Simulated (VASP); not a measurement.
Write the native input for VASP 6.6.1 that does the following.

* Task: single point
* Functional: PBE
* Potentials or basis: VASP PAW PBE potentials, release 64 (Sr_sv)
* Cutoff: 520 eV
* k mesh: 14 × 14 × 14
* Occupations: gaussian, width 0.15 eV
* Spin: no spin polarisation
* Dipole correction: no
* Further INCAR settings: ALGO = Normal; EDIFF = 1e-06; NBANDS = 11

The structure of Sr lies in POSCAR:

```
Sr
1.0
   -2.3280000000      2.3280000000      2.2310000000
    2.3280000000     -2.3280000000      2.2310000000
    2.3280000000      2.3280000000     -2.2310000000
Sr
1
Direct
    0.0000000000      0.0000000000      0.0000000000
```

This cell differs from its parent crystal: strain -0.040 along x and y, -0.080 along z.

One way to write it, as run:

INCAR

```
SYSTEM = Sr
PREC     = Accurate       ! precision mode
ENCUT    = 520            ! plane-wave cutoff, eV
EDIFF    = 1E-6           ! SCF threshold, eV
ISMEAR   = 0              ! smearing method
SIGMA    = 0.15           ! smearing width, eV
LREAL    = .FALSE.        ! projectors in reciprocal space
LASPH    = .TRUE.         ! aspherical terms in the spheres
NELM     = 60             ! most SCF steps
ALGO     = Normal         ! electronic algorithm
ISIF     = 2              ! what is computed and relaxed
LWAVE    = .FALSE.        ! write WAVECAR
LCHARG   = .FALSE.        ! write CHGCAR
GGA      = PE             ! functional
NBANDS   = 11             ! bands
```

KPOINTS

```
Automatic mesh
0
G
  14 14 14
  0 0 0
```

Potentials or basis: VASP PAW PBE potentials, release 64 (Sr_sv).

Command:

```sh
$ cat potpaw_PBE.64/Sr_sv/POTCAR > POTCAR
$ mpirun -np 1 vasp_std > vasp.out
```

It gave:

```
Pressure               : 1.6 GPa
Band gap on the k mesh : zero (bands 5 and 6 overlap by 0.57 eV)
```

Caveat: the cell differs from its parent crystal (strain -0.040 along x and y, -0.080 along z).

It took 68 s on 1 thread of AMD EPYC 7R13 Processor (Zen 3), on a shared host, peak memory 0.23 GiB.
